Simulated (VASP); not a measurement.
KF:

```xyz
2
Lattice="0.0000 2.6719 2.6719 2.6719 0.0000 2.6719 2.6719 2.6719 0.0000" Properties=species:S:1:pos:R:3 pbc="T T T"
K     0.0000    0.0000    0.0000
F     2.6719    2.6719    2.6719
```

Base run:

- Program: VASP 6.6.1
- Functional: PBE-based screened hybrid with 50 % exact exchange
- Potentials or basis: VASP PAW PBE potentials, release 64 (K_sv, F)
- Cutoff: 520 eV
- k mesh: 5 × 5 × 5
- Occupations: fermi-dirac, width 0.05 eV
- Spin: no spin polarisation

Its results: band gap on the k mesh 10.29 eV; pressure -0.3 GPa.

Question: After a change of settings the same cell gave: band gap on the k mesh 6.96 eV; pressure 1.1 GPa. Which change was it?
A. further incar settings from ALGO = Normal; EDIFF = 1e-07; NBANDS = 15 to ALGO = Normal; EDIFF = 1e-06; NBANDS = 15; screening parameter from 0.2 1/Å to 0.20787 1/Å
B. functional from PBE-based screened hybrid with 50 % exact exchange to PBE-based screened hybrid with 10 % exact exchange; share of exact exchange from 0.5 to 0.1
C. functional from PBE-based screened hybrid with 50 % exact exchange to r2SCAN; k mesh from 5 × 5 × 5 to 9 × 9 × 9
D. functional from PBE-based screened hybrid with 50 % exact exchange to PBE-based screened hybrid with 40 % exact exchange; share of exact exchange from 0.5 to 0.4

Answer: B.

Caveats: the PAW data sets were made with another functional, which shifts forces and pressure a little.
